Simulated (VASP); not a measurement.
Input of a VASP 6.6.1 run:

The input INCAR:

```
SYSTEM = Si3Sn
PREC     = Accurate       ! precision mode
ENCUT    = 520            ! plane-wave cutoff, eV
EDIFF    = 1E-7           ! SCF threshold, eV
ISMEAR   = 0              ! smearing method
SIGMA    = 0.01           ! smearing width, eV
LREAL    = .FALSE.        ! projectors in reciprocal space
LASPH    = .TRUE.         ! aspherical terms in the spheres
NELM     = 80             ! most SCF steps
ALGO     = Normal         ! electronic algorithm
ISIF     = 2              ! what is computed and relaxed
LWAVE    = .FALSE.        ! write WAVECAR
LCHARG   = .TRUE.         ! write CHGCAR
GGA      = PE             ! functional
LELF     = .TRUE.         ! ELF
LVHAR    = .TRUE.       
NBANDS   = 21             ! bands
```

KPOINTS

```
regular mesh
0
G
  6 6 4
  0 0 0
```

File POSCAR:

```
Si3Sn
1.0
    4.1052095471      0.0000000000      0.0000000000
    0.0000000000      4.1052095471      0.0000000000
    0.0000000000      0.0000000000      5.8408090115
Si Sn
3 1
Direct
    0.5000000000      0.0000000000      0.7754124099
    0.5000000000      0.5000000000      0.0000000000
    0.0000000000      0.5000000000      0.2245875901
    0.0000000000      0.0000000000      0.5000000000
```

Potentials or basis: VASP PAW PBE potentials, release 64 (Si, Sn_d).

The run is started by

```sh
$ cat potpaw_PBE.64/Si/POTCAR potpaw_PBE.64/Sn_d/POTCAR > POTCAR
$ mpirun -np 1 vasp_std > vasp.out
```

**Question.** What does it give for the band gap on the k mesh?

**Answer.** 0.28 eV (least direct gap 0.48 eV).

**Question.** Predict the largest force.

**Answer.** 0.036 eV/Å.

**Question.** Predict the pressure.

**Answer.** -2.0 GPa.

Forces on the atoms (eV/Å):
```
Si   0.000  0.000 -0.036
Si   0.000  0.000  0.000
Si   0.000  0.000  0.036
Sn   0.000  0.000  0.000
```

Caveat: spin-orbit coupling is left out, which moves the levels of the heavy elements. A k mesh can miss the band edges.
